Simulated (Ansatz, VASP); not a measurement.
One calculation of MoS2, two programs

File POSCAR:

```
MoS2
1.0
    3.1916000000      0.0000000000      0.0000000000
   -1.5958000000      2.7640066787      0.0000000000
    0.0000000000      0.0000000000     30.0600000012
S Mo
2 1
Direct
    0.6666666667      0.3333333333      0.2997350924
    0.6666666667      0.3333333333      0.4031923859
    0.3333333333      0.6666666667      0.3514637392
```

Contents of INCAR.step1:

```
PREC     = Accurate       # precision mode
ENCUT    = 520            # plane-wave cutoff, eV
EDIFF    = 1E-5           # SCF threshold, eV
ISMEAR   = 0              # smearing method
SIGMA    = 0.01           # smearing width, eV
LREAL    = F              # projectors in reciprocal space
LASPH    = T              # aspherical terms in the spheres
NELM     = 100            # most SCF steps
ALGO     = Normal         # electronic algorithm
ISIF     = 2              # what is computed and relaxed
LWAVE    = T              # write WAVECAR
LCHARG   = F              # write CHGCAR
LDIPOL   = T            
IDIPOL   = 3            
DIPOL    = 0.5 0.5 0.351
GGA      = PE             # functional
NBANDS   = 20             # bands
```

File INCAR.step2:

```
PREC     = Accurate       # precision mode
ENCUT    = 520            # plane-wave cutoff, eV
EDIFF    = 1E-6           # SCF threshold, eV
ISMEAR   = 0              # smearing method
SIGMA    = 0.01           # smearing width, eV
LREAL    = F              # projectors in reciprocal space
LASPH    = T              # aspherical terms in the spheres
NELM     = 100            # most SCF steps
ALGO     = Normal         # electronic algorithm
ISIF     = 2              # what is computed and relaxed
LWAVE    = F              # write WAVECAR
LCHARG   = F              # write CHGCAR
LDIPOL   = T            
IDIPOL   = 3            
DIPOL    = 0.5 0.5 0.351
GGA      = PE             # functional
LHFCALC  = T              # exact exchange
HFSCREEN = 0.2079         # screening, 1/A
PRECFOCK = Normal       
ISTART   = 1            
NBANDS   = 20             # bands
```

The input KPOINTS:

```
regular mesh
0
Gamma
  6 6 1
```

Input for Ansatz:

```yaml
crystal:
  lattice:
    - [3.1916, 0.0, 0.0]
    - [-1.5958, 2.7640066787, 0.0]
    - [0.0, 0.0, 30.0600000012]
  atoms:
    - { symbol: S, position: [0.6666666667, 0.3333333333, 0.2997350924] }
    - { symbol: Mo, position: [0.3333333333, 0.6666666667, 0.3514637392] }
    - { symbol: S, position: [0.6666666667, 0.3333333333, 0.4031923859] }
  periodic: [true, true, false]
scf:
  occupations: { method: gaussian, width: 0.01 }
  n_extra_bands: 8
output:
  eigenvalues: true
  eigenstates:
    kpoints:
      - [0.333333, 0.333333, 0.0]
      - [0.0, 0.0, 0.0]
      - [0.166667, 0.166667, 0.0]
      - [0.175, 0.175, 0.0]
      - [0.183333, 0.183333, 0.0]
    top_band: c8
    e_range: [-2.5, 3]
  write_density: true
  write_potential: true
  elf: true
  volumetric_format: npy
kpoints:
  mp_grid: { grid: [6, 6, 1] }
hamiltonian:
  xc: hse06
```

Alike in both runs: task single point; functional HSE06; k mesh 6 × 6 × 1; occupations gaussian, width 0.01 eV; no spin polarisation.

|  | VASP | Ansatz |
| --- | --- | --- |
| version | VASP 6.6.1 | Ansatz 0.2.0 |
| potentials or method | VASP PAW PBE potentials, release 64 (S, Mo_sv) | scalar-relativistic, plane waves, PAW |
| plane-wave cutoff (eV) | 520 | 420 |
| valence electrons in the cell | 26 | 26 |

Ansatz gave:

- gap on the k mesh at the Fermi level (eV): 2.08
- least direct gap on the mesh (eV): 2.09

Question: Which values does VASP return?

Answer: gap on the k mesh at the Fermi level (eV): 2.09; least direct gap on the mesh (eV): 2.10.

Ansatz's warnings: xc potential rough in thin density.
